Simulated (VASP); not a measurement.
# Cr (Cmcm) in VASP: a series of runs, part 2 of 2

VASP 6.6.1. The steps go on from the part before.

## (5) Single point, PBEsol, collinear spin, ferromagnetic start

This run uses another cell than the first one, of 11.04 Å³/atom.

INCAR reads:

```
ALGO = Normal ; EDIFF = 1E-7
ENCUT = 520 ; GGA = PS
ISIF = 2 ; ISMEAR = -1
ISPIN = 2 ; LASPH = T
LCHARG = T ; LELF = T
LMAXMIX = 4 ; LORBIT = 11
LREAL = F ; LVHAR = T
LWAVE = F ; MAGMOM = 3 3
NBANDS = 23 ; NELM = 150
PREC = Accurate ; SIGMA = 0.05
```

KPOINTS reads:

```
k-points
0
Gamma
  13 13 7
```

POSCAR reads:

```
Cr
1.0
    1.1315479221     -2.4336828554      0.0000000000
    1.1315479221      2.4336828554      0.0000000000
    0.0000000000      0.0000000000      4.0093808883
Cr
2
Direct
    0.8705325800      0.1294674200      0.7500000000
    0.1294674200      0.8705325800      0.2500000000
```

Potentials or basis: VASP PAW PBE potentials, release 64 (Cr_pv).

Launch:

```sh
cat potpaw_PBE.64/Cr_pv/POTCAR > POTCAR
mpirun -np 1 vasp_std > vasp.out
```

OUTCAR:

```text
EDIFF = 1E-7
   ENCUT = 520
   GGA = PS
   ISIF = 2
   ISMEAR = -1
   ISPIN = 2
   LASPH = T
   LORBIT = 11
   LREAL = F
   NELM = 150
   PREC = Accurate

 ion  position               nearest neighbor table
   1  0.871  0.129  0.750-   2 2.37   2 2.37   2 2.58   2 2.58   2 2.58   2 2.58
   2  0.129  0.871  0.250-   1 2.37   1 2.37   1 2.58   1 2.58   1 2.58   1 2.58

  LATTYP: Found a base centered orthorhombic cell.
 ALAT       =     2.2630958442
 B/A-ratio  =     2.1507554456
 C/A-ratio  =     1.7716354783

  Lattice vectors:

 A1 = (   1.1315479221,  -2.4336828554,   0.0000000000)
 A2 = (   1.1315479221,   2.4336828554,   0.0000000000)
 A3 = (   0.0000000000,   0.0000000000,   4.0093808883)

Analysis of symmetry for initial positions (statically):
=====================================================================
 Subroutine PRICEL returns:
 Original cell was already a primitive cell.

 Routine SETGRP: Setting up the symmetry group for a
 base centered orthorhombic supercell.

 Subroutine GETGRP returns: Found  8 space group operations
 (whereof  4 operations were pure point group operations)
 out of a pool of  8 trial point group operations.

The static configuration has the point symmetry C_2h.
 The point group associated with its full space group is D_2h.

Analysis of symmetry for dynamics (positions and initial velocities):
=====================================================================
 Subroutine PRICEL returns:
 Original cell was already a primitive cell.

 Routine SETGRP: Setting up the symmetry group for a
 base centered orthorhombic supercell.

 Subroutine GETGRP returns: Found  8 space group operations
 (whereof  4 operations were pure point group operations)
 out of a pool of  8 trial point group operations.

The dynamic configuration has the point symmetry C_2h.
 The point group associated with its full space group is D_2h.

Analysis of structural, dynamic, and magnetic symmetry:
[... 154 lines left out ...]
  ---------------------------------------------------
  ext. energy  EPLUGINS =         0.00000000
  ---------------------------------------------------
  free energy    TOTEN  =       -19.79983014 eV

  energy without entropy =      -19.77720104  energy(sigma->0) =      -19.78851559

 E-fermi :  11.4416     XC(G=0): -14.0712

 val. band max:       11.4376474319   @ k =   0.3077   0.2308   0.1429
 cond. band min:      11.4506023096   @ k =   0.3077   0.1538   0.1429
 fundamental gap:      0.0129548777
 Fermi energy:        11.4415956788

 spin component 1

 k-point     1 :       0.0000    0.0000    0.0000
  band No.  band energies     occupation
      1     -31.9672      1.00000
      2     -31.3175      1.00000
      3     -31.0334      1.00000
      4     -30.8636      1.00000
      5     -30.7548      1.00000
      6     -30.7418      1.00000
[... 613 lines left out ...]
     22      23.7045      0.00000
     23      24.6781      0.00000

 [... further k-points ...]

 spin component 2

 k-point     1 :       0.0000    0.0000    0.0000
  band No.  band energies     occupation
      1     -31.9672      1.00000
      2     -31.3175      1.00000
      3     -31.0334      1.00000
      4     -30.8636      1.00000
      5     -30.7548      1.00000
      6     -30.7418      1.00000
[... 613 lines left out ...]
     22      23.7045      0.00000
     23      24.6781      0.00000

 [... further k-points ...]

------------------------ aborting loop because EDIFF is reached ----------------------------------------

  FORCE on cell =-STRESS in cart. coord.  units (eV):
  Direction    XX          YY          ZZ          XY          YZ          ZX
  --------------------------------------------------------------------------------------
  -------------------------------------------------------------------------------------
  Total        1.2115001      0.7635262      1.7712606      0.0000000      0.0000000      0.0000000
  in kB       87.9001848     55.3975123    128.5135145      0.0000000      0.0000000      0.0000000
  external PRESSURE =      90.6037372 kB  Pullay stress =       0.0000000 kB

 VOLUME and BASIS-vectors are now :
 -----------------------------------------------------------------------------
  energy-cutoff  :      520.00
  volume of cell :       22.08
      direct lattice vectors                 reciprocal lattice vectors
     1.131547922 -2.433682855  0.000000000     0.441872580 -0.205449941  0.000000000
     1.131547922  2.433682855  0.000000000     0.441872580  0.205449941  0.000000000
     0.000000000  0.000000000  4.009380888     0.000000000  0.000000000  0.249415066

 POSITION                                       TOTAL-FORCE (eV/Angst)
 -----------------------------------------------------------------------------------
      1.13155     -1.80352      3.00704         0.000000      0.206625      0.000000
      1.13155      1.80352      1.00235         0.000000     -0.206625     -0.000000
 -----------------------------------------------------------------------------------
    total drift:                               -0.000000     -0.000000      0.000000

  FREE ENERGIE OF THE ION-ELECTRON SYSTEM (eV)
  ---------------------------------------------------
  free  energy   TOTEN  =       -19.7998301402 eV

  energy  without entropy=      -19.7772010442  energy(sigma->0) =      -19.78851559

 total charge

# of ion       s       p       d       tot
------------------------------------------
    1        0.448   6.419   4.334  11.202
    2        0.448   6.419   4.334  11.202
--------------------------------------------------
tot          0.897  12.839   8.669  22.404

 magnetization (x)

# of ion       s       p       d       tot
------------------------------------------
    1        0.000   0.000   0.000   0.000
    2        0.000   0.000   0.000   0.000
--------------------------------------------------
tot          0.000   0.000   0.000   0.000
```

OSZICAR:

```text
N       E                     dE             d eps       ncg     rms          rms(c)
DAV:   1     0.241246942531E+03    0.24125E+03   -0.13194E+04 18128   0.131E+03
DAV:   2    -0.125268106332E+02   -0.25377E+03   -0.24432E+03 18557   0.383E+02
DAV:   3    -0.204188089779E+02   -0.78920E+01   -0.78321E+01 22890   0.793E+01
DAV:   4    -0.204839189942E+02   -0.65110E-01   -0.65059E-01 18701   0.739E+00
DAV:   5    -0.204847108323E+02   -0.79184E-03   -0.79182E-03 18865   0.767E-01    0.257E+01
DAV:   6    -0.195753959177E+02    0.90931E+00   -0.83323E+00 19698   0.323E+01    0.626E+00
DAV:   7    -0.197944919299E+02   -0.21910E+00   -0.37889E-01 20195   0.597E+00    0.461E+00
DAV:   8    -0.198062483767E+02   -0.11756E-01   -0.13016E-02 19103   0.119E+00    0.126E+00
DAV:   9    -0.197996736958E+02    0.65747E-02   -0.77347E-03 20356   0.832E-01    0.425E-01
DAV:  10    -0.197997646422E+02   -0.90946E-04   -0.20193E-03 19145   0.368E-01    0.112E-01
DAV:  11    -0.197998113397E+02   -0.46697E-04   -0.61070E-05 19264   0.808E-02    0.454E-02
DAV:  12    -0.197998293700E+02   -0.18030E-04   -0.13760E-05 19740   0.266E-02    0.173E-02
DAV:  13    -0.197998311587E+02   -0.17887E-05   -0.24592E-06 19565   0.129E-02    0.446E-03
DAV:  14    -0.197998305227E+02    0.63599E-06   -0.26539E-07 16804   0.397E-03    0.124E-03
DAV:  15    -0.197998302731E+02    0.24962E-06   -0.28321E-08  9513   0.137E-03    0.524E-04
DAV:  16    -0.197998301633E+02    0.10980E-06   -0.33713E-09  9317   0.562E-04    0.205E-04
DAV:  17    -0.197998301402E+02    0.23123E-07   -0.62615E-10  9254   0.250E-04
   1 F= -.19799830E+02 E0= -.19788516E+02  d E =-.226291E-01  mag=    -0.0000
```

It took 2.9 min on 1 thread of Intel Xeon Platinum 8259CL at 2.50GHz (Skylake/Cascade Lake), shared host; peak memory 0.24 GiB.

Results:

* Free energy: -19.7998 eV
* Pressure: 9.1 GPa
* Largest force: 0.207 eV/Å
* Band gap on the k mesh: zero (filled and empty bands overlap)
* Net moment: 0.00 μB per cell
* Valence electrons inside the program's atomic spheres: Cr 11.20

Forces in eV/Å, atoms in the order of the input:
```
Cr   0.000  0.207  0.000
Cr   0.000 -0.207  0.000
```

Stress tensor (GPa, compression positive):
```
 8.79  0.00  0.00
 0.00  5.54  0.00
 0.00  0.00 12.85
```

Levels at points of the mesh, in eV from the Fermi level:
Spin up:
```tsv
k point	band 10	band 11	band 12	band 13	band 14	band 15
(0.00, 0.00, 0.00)	-2.03	-0.92	0.17	1.06	1.10	1.12
```
Spin down:
```tsv
k point	band 8	band 9	band 10	band 11	band 12	band 13	band 14	band 15	band 16	band 17
(0.00, 0.00, 0.00)	-4.55	-2.27	-2.03	-0.92	0.17	1.06	1.10	1.12	1.78	1.95
```

Caveat: the cell stands under pressure; an empty level that is flat over the whole mesh can mark a ghost state of the potentials, or a narrow d or f band; the PAW data sets were made with another functional, which shifts forces and pressure a little.

## (6) Single point, PBEsol, collinear spin, ferromagnetic start

This run uses another cell than the first one, of 11.73 Å³/atom.

INCAR reads:

```
SYSTEM = Cr
  PREC = Accurate
  ENCUT = 520
  EDIFF = 1E-6
  ISMEAR = -1
  SIGMA = 0.05
  LREAL = .FALSE.
  LASPH = .TRUE.
  NELM = 150
  ALGO = Fast
  ISIF = 2
  LWAVE = .FALSE.
  LCHARG = .TRUE.
  ISPIN = 2
  MAGMOM = 3 3
  LORBIT = 11
  LMAXMIX = 4
  GGA = PS
  LELF = .TRUE.
  LVHAR = .TRUE.
  NBANDS = 23
```

KPOINTS reads:

```
regular mesh
0
G
  13 13 7
  0 0 0
```

POSCAR reads:

```
Cr
1.0
    1.1546470873     -2.4833635108      0.0000000000
    1.1546470873      2.4833635108      0.0000000000
    0.0000000000      0.0000000000      4.0912274896
Cr
2
Direct
    0.8705325800      0.1294674200      0.7500000000
    0.1294674200      0.8705325800      0.2500000000
```

Potentials or basis: VASP PAW PBE potentials, release 64 (Cr_pv).

Launch:

```sh
cat potpaw_PBE.64/Cr_pv/POTCAR > POTCAR
mpirun -np 1 vasp_std > vasp.out
```

OUTCAR:

```text
SYSTEM = Cr
   PREC = Accurate
   ENCUT = 520
   EDIFF = 1E-6
   ISMEAR = -1
   LREAL = .FALSE.
   LASPH = .TRUE.
   NELM = 150
   ISIF = 2
   ISPIN = 2
   LORBIT = 11
   GGA = PS

 ion  position               nearest neighbor table
   1  0.871  0.129  0.750-   2 2.42   2 2.42   2 2.64   2 2.64   2 2.64   2 2.64
   2  0.129  0.871  0.250-   1 2.42   1 2.42   1 2.64   1 2.64   1 2.64   1 2.64

  LATTYP: Found a base centered orthorhombic cell.
 ALAT       =     2.3092941746
 B/A-ratio  =     2.1507554456
 C/A-ratio  =     1.7716354783

  Lattice vectors:

 A1 = (   1.1546470873,  -2.4833635108,   0.0000000000)
 A2 = (   1.1546470873,   2.4833635108,   0.0000000000)
[... 1468 lines left out ...]
 VOLUME and BASIS-vectors are now :
 -----------------------------------------------------------------------------
  energy-cutoff  :      520.00
  volume of cell :       23.46
      direct lattice vectors                 reciprocal lattice vectors
     1.154647087 -2.483363511  0.000000000     0.433032747 -0.201339835  0.000000000
     1.154647087  2.483363511  0.000000000     0.433032747  0.201339835  0.000000000
     0.000000000  0.000000000  4.091227490     0.000000000  0.000000000  0.244425421

 POSITION                                       TOTAL-FORCE (eV/Angst)
 -----------------------------------------------------------------------------------
      1.15465     -1.84033      3.06842         0.000000      0.166048     -0.000000
      1.15465      1.84033      1.02281         0.000000     -0.166048      0.000000
 -----------------------------------------------------------------------------------
    total drift:                               -0.000000     -0.000000      0.000000

  FREE ENERGIE OF THE ION-ELECTRON SYSTEM (eV)
  ---------------------------------------------------
  free  energy   TOTEN  =       -19.8057643373 eV

  energy  without entropy=      -19.7814240794  energy(sigma->0) =      -19.79359421

 total charge

# of ion       s       p       d       tot
------------------------------------------
    1        0.428   6.383   4.255  11.065
    2        0.428   6.383   4.255  11.065
--------------------------------------------------
tot          0.856  12.766   8.510  22.131

 magnetization (x)

# of ion       s       p       d       tot
------------------------------------------
    1       -0.000  -0.000  -0.001  -0.001
    2       -0.000  -0.000  -0.001  -0.001
--------------------------------------------------
tot         -0.000  -0.000  -0.001  -0.001
```

Wall time 2.5 min (1 thread of Intel Xeon Platinum 8259CL at 2.50GHz (Skylake/Cascade Lake), shared host); peak memory 0.25 GiB.

Results:

| Item | Value |
| --- | --- |
| Free energy | -19.8058 eV |
| Pressure | -7.1 GPa |
| Largest force | 0.166 eV/Å |
| Band gap on the k mesh | zero (filled and empty bands overlap) |
| Net moment | 0.00 μB per cell |
| Valence electrons inside the program's atomic spheres | Cr 11.06 |

Forces on the atoms (eV/Å):
```
Cr   0.000  0.166  0.000
Cr   0.000 -0.166  0.000
```

Caveat: the cell stands under tension; an empty level that is flat over the whole mesh can mark a ghost state of the potentials, or a narrow d or f band; the PAW data sets were made with another functional, which shifts forces and pressure a little.
